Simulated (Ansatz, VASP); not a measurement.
**HfSc2O3: VASP beside Ansatz**

```
CELL_PARAMETERS angstrom
5.19381 0.00000 0.00000
-2.59690 4.49797 0.00000
0.00000 0.00000 3.11507
ATOMIC_POSITIONS crystal
Hf 0.00000 0.00000 0.00000
Sc 0.33333 0.66667 0.50000
Sc 0.66667 0.33333 0.50000
O 0.50000 0.00000 0.00000
O 0.00000 0.50000 0.00000
O 0.50000 0.50000 0.00000
```

Alike in both runs: functional PBE; k mesh 6 × 6 × 4; occupations gaussian, width 0.1 eV; no spin polarisation.

Ansatz relaxed the structure, and its values are those at the end. VASP's run is a single point on that final structure, the one shown.

|  | VASP | Ansatz |
| --- | --- | --- |
| version | VASP 6.6.1 | Ansatz 0.2.0 |
| potentials or method | VASP PAW PBE potentials, release 64 (Hf_pv, Sc_sv, O), cutoff 520 eV | scalar-relativistic, plane waves, PAW |
| valence electrons in the cell | 50 | 66 |

VASP gave:

```
gap on the k mesh at the Fermi level (eV) : none
pressure (GPa)                            : 0.4
```

Which values does Ansatz return?

gap on the k mesh at the Fermi level (eV): none; pressure (GPa): 0.0.

A gap of «none» marks a metal or a gap that the smearing closes. VASP's potentials hold 50 valence electrons a cell and Ansatz's 66, so a difference there can come from the potentials and not from the codes.

The k mesh is coarse, so the values compare programs but aren't converged. Neither program's run includes spin-orbit coupling.
